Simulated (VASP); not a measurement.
BAs: single point with r2SCAN

Crystal: BAs.

```
B As
1.0
     0.00000    2.40963    2.40963
     2.40963    0.00000    2.40963
     2.40963    2.40963    0.00000
B As
1 1
Direct
  0.25000 0.25000 0.25000
  0.00000 0.00000 0.00000
```

```yaml
Program: VASP 6.6.1
Task: single point
Functional: r2SCAN
Potentials_or_basis: VASP PAW PBE potentials, release 64 (B, As)
Cutoff: 550 eV
k_mesh: 6 × 6 × 6
Occupations: gaussian, width 0.1 eV
Spin: no spin polarisation
```

| Property | Result |
| --- | --- |
| Pressure | -2.8 GPa |
| Band gap on the k mesh | 1.49 eV, indirect (least direct gap 3.41 eV) |

Levels at points of the mesh, in eV from the valence-band top:
```tsv
k point	band 1	band 2	band 3	band 4	band 5	band 6	band 7	band 8
(0.00, 0.00, 0.00)	-15.91	0.00	0.00	0.00	3.41	3.41	3.41	4.80
(0.50, 0.00, 0.00)	-12.98	-9.04	-1.89	-1.89	2.82	5.03	5.03	9.51
(0.50, 0.50, 0.00)	-11.59	-8.91	-4.20	-4.20	1.64	1.72	11.90	11.90
```

Wall time 23 s on 1 thread of AMD EPYC 9R45 96-Core Processor (Zen 5) (shared host), peak memory 0.13 GiB.

Caveat: the PAW data sets were made with another functional, which shifts forces and pressure a little. A k mesh can miss the band edges.
